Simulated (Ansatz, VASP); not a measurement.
One calculation of Pd, two programs

Contents of POSCAR:

```
Pd
1.0
    0.0000000000      1.9558504376      1.9558504376
    1.9558504376      0.0000000000      1.9558504376
    1.9558504376      1.9558504376      0.0000000000
Pd
1
Direct
    0.0000000000      0.0000000000      0.0000000000
```

The input INCAR.step1:

```
SYSTEM = Pd
  ALGO = Normal
  EDIFF = 1E-4
  ENCUT = 520
  GGA = PE
  ISMEAR = 0
  LASPH = .True.
  LCHARG = .False.
  LREAL = .False.
  LWAVE = .True.
  NBANDS = 11
  NELM = 60
  PREC = Accurate
  SIGMA = 0.1
```

File INCAR.step2:

```
SYSTEM = Pd
  ALGO = Normal
  EDIFF = 1E-6
  ENCUT = 520
  ISIF = 2
  ISMEAR = 0
  ISTART = 1
  LASPH = .True.
  LCHARG = .False.
  LMIXTAU = .True.
  LREAL = .False.
  LWAVE = .False.
  METAGGA = R2SCAN
  NBANDS = 11
  NELM = 60
  PREC = Accurate
  SIGMA = 0.1
```

KPOINTS

```
k-points
0
Gamma
  14 14 14
  0 0 0
```

Input for Ansatz:

```yaml
crystal:
  lattice:
    - [0.0, 1.9558504376, 1.9558504376]
    - [1.9558504376, 0.0, 1.9558504376]
    - [1.9558504376, 1.9558504376, 0.0]
  atoms:
    - { symbol: Pd, position: [0.0, 0.0, 0.0] }
hamiltonian:
  xc: r2scan
  pseudopotentials:
    kind: paw
    azcp:
      Pd: "pseudopotentials/Pd.paw.azcp"
basis:
  ecutwfc: 500
  fft_grid_basis: typed
kpoints:
  mp_grid: { grid: [14, 14, 14], shift: [0, 0, 0] }
magnetization:
  spin_polarized: false
scf:
  occupations: { method: gaussian, width: 0.1 }
  lower_state_search: "off"
output:
  stress: true
```

Alike in both runs: task single point; functional r2SCAN; k mesh 14 × 14 × 14; occupations gaussian, width 0.1 eV; no spin polarisation.

```csv
,VASP,Ansatz
version,VASP 6.6.1,Ansatz 0.2.0
potentials or method,"VASP PAW PBE potentials, release 64 (Pd), cutoff 520 eV","plane waves (500 eV) with PAW, scalar-relativistic"
valence electrons in the cell,10,18
```

```tsv
	VASP	Ansatz	Ansatz less VASP
pressure (GPa)	0.4	-0.3	-0.65
```

VASP's potentials were made for PBE, not for r2SCAN. VASP's potentials hold 10 valence electrons a cell and Ansatz's 18, so a difference there can come from the potentials and not from the codes.
